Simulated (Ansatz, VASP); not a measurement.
## BaTiO3 in VASP and in Ansatz

The input INCAR:

```
  PREC = Accurate
  ENCUT = 520
  EDIFF = 1E-6
  ISMEAR = -1
  SIGMA = 0.02
  LREAL = F
  LASPH = T
  NELM = 100
  ALGO = Normal
  ISIF = 2
  LWAVE = F
  LCHARG = F
  GGA = PE
  IBRION = 2
  NSW = 80
  EDIFFG = -0.02
```

The input KPOINTS:

```
Automatic mesh
0
Gamma
  8 8 8
```

The input POSCAR:

```
BaTiO3
1.0
    3.9998000000      0.0000000000      0.0000000000
    0.0000000000      3.9998000000      0.0000000000
    0.0000000000      0.0000000000      4.0180000000
Ba Ti O
1 1 3
Direct
    0.0000000000      0.0000000000      0.0000000000
    0.5000000000      0.5000000000      0.4820000000
    0.5000000000      0.5000000000      0.0160000000
    0.5000000000      0.0000000000      0.5150000000
    0.0000000000      0.5000000000      0.5150000000
```

Input for Ansatz:

```yaml
crystal:
  lattice:
    - [3.9998, 0.0, 0.0]
    - [0.0, 3.9998, 0.0]
    - [0.0, 0.0, 4.018]
  atoms:
    - { symbol: Ba, position: [0.0, 0.0, 0.0] }
    - { symbol: Ti, position: [0.5, 0.5, 0.482] }
    - { symbol: O, position: [0.5, 0.5, 0.016] }
    - { symbol: O, position: [0.5, 0.0, 0.515] }
    - { symbol: O, position: [0.0, 0.5, 0.515] }
kpoints:
  mp_grid: { grid: [8, 8, 8] }
scf:
  occupations: { method: fermi_dirac, width: 0.02 }
hamiltonian:
  xc: pbe
  pseudopotentials: { kind: paw, frozen_core: stored }
output:
  forces: true
  stress: true
  populations: true
  efg: { quadrupole_moments_barn: { Ba: 0.236, Ti: 0.247, O: -0.02558 } }
relax:
  f_tol: 0.02
  max_steps: 60
```

Alike in both runs: task relaxation of the atoms; functional PBE; k mesh 8 × 8 × 8; occupations fermi-dirac, width 0.02 eV; no spin polarisation.

|  | VASP | Ansatz |
| --- | --- | --- |
| version | VASP 6.6.1 | Ansatz 0.2.0 |
| potentials or method | VASP PAW PBE potentials, release 64 (Ba_sv, Ti_sv, O) | plane-wave PAW, scalar-relativistic |
| plane-wave cutoff (eV) | 520 | 420 |
| valence electrons in the cell | 40 | 40 |

```tsv
	VASP	Ansatz	Ansatz less VASP
gap on the k mesh at the Fermi level, each at its own relaxed structure (eV)	1.78	1.86	+0.074
```

Ansatz's warnings: stress scf threshold loose.

Spin-orbit coupling is off throughout.
